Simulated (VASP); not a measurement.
A run of VASP 6.6.1:

INCAR

```
SYSTEM = W
ALGO     = Normal         ! electronic algorithm
EDIFF    = 1E-6           ! SCF threshold, eV
ENCUT    = 500            ! plane-wave cutoff, eV
GGA      = PE             ! functional
GGA_COMPAT= .FALSE.      
ISIF     = 2              ! what is computed and relaxed
ISMEAR   = 0              ! smearing method
LASPH    = .TRUE.         ! aspherical terms in the spheres
LCHARG   = .FALSE.        ! write CHGCAR
LREAL    = .FALSE.        ! projectors in reciprocal space
LWAVE    = .FALSE.        ! write WAVECAR
NBANDS   = 21             ! bands
NELM     = 120            ! most SCF steps
PREC     = Accurate       ! precision mode
SIGMA    = 0.1            ! smearing width, eV
```

KPOINTS

```
k-points
0
G
  9 9 4
  0 0 0
```

File POSCAR:

```
W
1.0
    2.8225222493      0.0000000000      0.0000000000
   -1.4112611246      2.4443759706      0.0000000000
    0.0000000000      0.0000000000      4.6091788331
W
2
Direct
    0.3333333333      0.6666666667      0.2500000000
    0.6666666667      0.3333333333      0.7500000000
```

Potentials or basis: VASP PAW PBE potentials, release 64 (W_sv).

The run is started by

```sh
$ cat potpaw_PBE.64/W_sv/POTCAR > POTCAR
$ mpirun -np 1 vasp_std > vasp.out
```

Hardware: 1 thread of Intel(R) Xeon(R) Platinum 8488C (Sapphire Rapids), on a shared host.

Problem. Estimate the wall time of this run.

Solution. Run time: 14 s on 1 thread of Intel(R) Xeon(R) Platinum 8488C (Sapphire Rapids) (shared host), peak memory 0.16 GiB. Counts: scf iterations 12, k points 36.
